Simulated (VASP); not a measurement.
Set up this calculation in VASP 6.6.1, as the native input.

* Task: single point
* Functional: PBE
* Potentials or basis: VASP PAW PBE potentials, release 64 (Pt, Fe)
* Cutoff: 520 eV
* k mesh: 10 × 10 × 7
* Occupations: gaussian, width 0.027 eV
* Spin: collinear spin, ferromagnetic start
* Starting moments: [0.0, 3.0] μB
* Dipole correction: no
* Further INCAR settings: ALGO = Normal; EDIFF = 1e-06; NBANDS = 20

The structure of FePt (Tetraferroplatinum) lies in POSCAR:

```
FePt
1.0
    2.7235000000      0.0000000000      0.0000000000
    0.0000000000      2.7235000000      0.0000000000
    0.0000000000      0.0000000000      3.7200000000
Pt Fe
1 1
Direct
    0.5000000000      0.5000000000      0.5000000000
    0.0000000000      0.0000000000      0.0000000000
```

One way to write it, as run:

INCAR

```
SYSTEM = FePt
ALGO = Normal
EDIFF = 1E-6
ENCUT = 520
GGA = PE
ISIF = 2
ISMEAR = 0
ISPIN = 2
LASPH = .True.
LCHARG = .False.
LMAXMIX = 4
LORBIT = 11
LREAL = .False.
LWAVE = .False.
MAGMOM = 0 3
NBANDS = 20
NELM = 150
PREC = Accurate
SIGMA = 0.027000000000000003
```

KPOINTS

```
k-points
0
Gamma
  10 10 7
  0 0 0
```

Potentials or basis: VASP PAW PBE potentials, release 64 (Pt, Fe).

Launch:

```console
$ cat potpaw_PBE.64/Pt/POTCAR potpaw_PBE.64/Fe/POTCAR > POTCAR
$ mpirun -np 1 vasp_std > vasp.out
```

It gave:

| Item | Value |
| --- | --- |
| Pressure | 2.8 GPa |
| Net moment | 3.26 μB per cell |
| Site moments | Pt +0.33; Fe +2.91 μB |
| Valence electrons inside the program's atomic spheres | Pt 9.44; Fe 6.99 |

It took 120 s on 1 thread of Oxide Virtual Turin-like Processor, with other jobs on the host, peak memory 0.16 GiB.
